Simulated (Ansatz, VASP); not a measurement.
# Two plane-wave programs on CdTe

The input POSCAR:

```
CdTe
1.0
    0.0000000000      2.6563776558      2.6563776558
    2.6563776558      0.0000000000      2.6563776558
    2.6563776558      2.6563776558      0.0000000000
Cd Te
1 1
Direct
    0.0000000000      0.0000000000      0.0000000000
    0.5000000000      0.5000000000      0.5000000000
```

INCAR.step1

```
PREC = Accurate ; ENCUT = 520
ISMEAR = -1 ; SIGMA = 0.05
LREAL = False ; LASPH = True
NELM = 60 ; NBANDS = 16
GGA = PE ; ALGO = Normal
EDIFF = 1E-4 ; LWAVE = True
LCHARG = False
```

INCAR.step2

```
PREC = Accurate ; ENCUT = 520
EDIFF = 1E-8 ; ISMEAR = -1
SIGMA = 0.05 ; LREAL = False
LASPH = True ; NELM = 60
ALGO = Normal ; ISIF = 2
LWAVE = False ; LCHARG = False
METAGGA = R2SCAN ; LMIXTAU = True
LEFG = True ; NBANDS = 16
ISTART = 1
```

Contents of KPOINTS:

```
regular mesh
0
Gamma
  10 10 10
```

Input for Ansatz:

```yaml
crystal:
  lattice:
    - [0.0, 2.6563776558, 2.6563776558]
    - [2.6563776558, 0.0, 2.6563776558]
    - [2.6563776558, 2.6563776558, 0.0]
  atoms:
    - { symbol: Cd, position: [0.0, 0.0, 0.0] }
    - { symbol: Te, position: [0.5, 0.5, 0.5] }
kpoints:
  mp_grid: { grid: [10, 10, 10] }
  band_path:
    path:
      - [0.0, 0.0, 0.0]
      - [0.5, 0.0, 0.5]
      - [0.625, 0.25, 0.625]
      - [0.375, 0.375, 0.75]
      - [0.0, 0.0, 0.0]
      - [0.5, 0.5, 0.5]
      - [0.5, 0.25, 0.75]
      - [0.5, 0.0, 0.5]
    npoints: 6
scf:
  occupations: { method: fermi_dirac, width: 0.05 }
hamiltonian:
  xc: r2scan
  pseudopotentials: { kind: paw }
output:
  forces: true
  stress: true
  eigenvalues: true
  efg: { contact_densities: true }
  populations: true
```

Change from the starting cell: volume scaled by 0.65, PAW files.

Alike in both runs: task electric field gradients; functional r2SCAN; k mesh 10 × 10 × 10; occupations fermi-dirac, width 0.05 eV; no spin polarisation.

|  | VASP | Ansatz |
| --- | --- | --- |
| version | VASP 6.6.1 | Ansatz 0.2.0 |
| potentials or method | VASP PAW PBE potentials, release 64 (Cd, Te) | PAW with Ansatz's default frozen-core files, scalar-relativistic |
| plane-wave cutoff (eV) | 520 | 500 |
| valence electrons in the cell | 18 | 36 |

Ansatz gave:

```
pressure (GPa) : 56.9
```

Task: Which values does VASP return?

Result: Pressure (GPa): 58.3.

VASP's potentials were made for PBE, not for r2SCAN. Both programs put the cell under a high pressure, so it lies far from rest at this level. VASP's potentials hold 18 valence electrons a cell and Ansatz's 36, so a difference there can come from the potentials and not from the codes.

Neither program's run includes spin-orbit coupling.
